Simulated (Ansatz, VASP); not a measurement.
## Two plane-wave programs on Nb

```
Nb
1.0
     0.00000    2.11500    2.15730
     2.11500    0.00000    2.15730
     2.11500    2.11500    0.00000
Nb
1
Direct
  0.00000 0.00000 0.00000
```

Change from the starting cell: zz strain of +2 %, PAW files.

Alike in both runs: task electric field gradients; functional PBE; k mesh 13 × 13 × 13; occupations fermi-dirac, width 0.08 eV; no spin polarisation.

|  | VASP | Ansatz |
| --- | --- | --- |
| version | VASP 6.6.1 | Ansatz 0.2.0 |
| potentials or method | VASP PAW PBE potentials, release 64 (Nb_sv) | PAW with Ansatz's default frozen-core files, scalar-relativistic |
| plane-wave cutoff (eV) | 520 | 420 |
| valence electrons in the cell | 13 | 13 |

|  | VASP | Ansatz | Ansatz less VASP |
| --- | --- | --- | --- |
| pressure (GPa) | -4.6 | -4.2 | +0.30 |
| traceless stress, the component that is largest in VASP (GPa) | 2.96 | 2.99 | +0.030 |
| size of Vzz on the site where it differs most (V/Å²) | 9.8 | 9.8 | -0.04 |
